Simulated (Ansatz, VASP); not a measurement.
This is a calculation of TaN for VASP 6.6.1.

INCAR

```
SYSTEM = TaN
PREC = Accurate ; ENCUT = 520
EDIFF = 1E-6 ; ISMEAR = -1
SIGMA = 0.05 ; LREAL = .FALSE.
LASPH = .TRUE. ; NELM = 80
ALGO = Normal ; ISIF = 2
LWAVE = .FALSE. ; LCHARG = .FALSE.
NBANDS = 15
```

File KPOINTS:

```
Automatic mesh
0
G
  10 10 10
  0 0 0
```

File POSCAR:

```
TaN
1.0
    0.0000000000      2.2404226923      2.2404226923
    2.2404226923      0.0000000000      2.2404226923
    2.2404226923      2.2404226923      0.0000000000
Ta N
1 1
Direct
    0.5000000000      0.5000000000      0.5000000000
    0.0000000000      0.0000000000      0.0000000000
```

Potentials or basis: VASP PAW LDA potentials, release 64 (Ta_pv, N).

Launch:

```bash
$ cat potpaw_LDA.64/Ta_pv/POTCAR potpaw_LDA.64/N/POTCAR > POTCAR
$ mpirun -np 1 vasp_std > vasp.out
```

Question: Translate it to Ansatz 0.2.0. Potentials there: all-electron LAPW, scalar-relativistic.

Answer: As run (the cutoff follows the program's own potentials):

input.yaml

```yaml
crystal:
  lattice:
    - [0.0, 2.2404226923, 2.2404226923]
    - [2.2404226923, 0.0, 2.2404226923]
    - [2.2404226923, 2.2404226923, 0.0]
  atoms:
    - { symbol: Ta, position: [0.5, 0.5, 0.5] }
    - { symbol: "N", position: [0.0, 0.0, 0.0] }
kpoints:
  mp_grid: { grid: [10, 10, 10] }
scf:
  occupations: { method: fermi_dirac, width: 0.05 }
hamiltonian:
  xc: lda
  pseudopotentials: { kind: all_electron, lapw: { basis_error: 0.001 } }
output:
  forces: true
  stress: true
  eigenvalues: true
```

Potentials or basis: all-electron LAPW, scalar-relativistic.

Launch:

```bash
$ ansatz run input.yaml --threads 1 --pin off --max-ram 3072MiB --backend cpu --events-out ev --progress --plain --runs-dir out
```

Both were run:

|  | VASP | Ansatz | Ansatz less VASP |
| --- | --- | --- | --- |
| gap on the k mesh at the Fermi level (eV) | none | none | - |
| pressure (GPa) | -26.4 | -27.7 | -1.29 |

LDA's correlation is that of Perdew and Zunger in VASP and of Perdew and Wang (1992) in Ansatz. A gap of «none» marks a metal or a gap that the smearing closes. Ansatz ran all-electron here, and VASP with PAW potentials.

Neither program's run includes spin-orbit coupling.
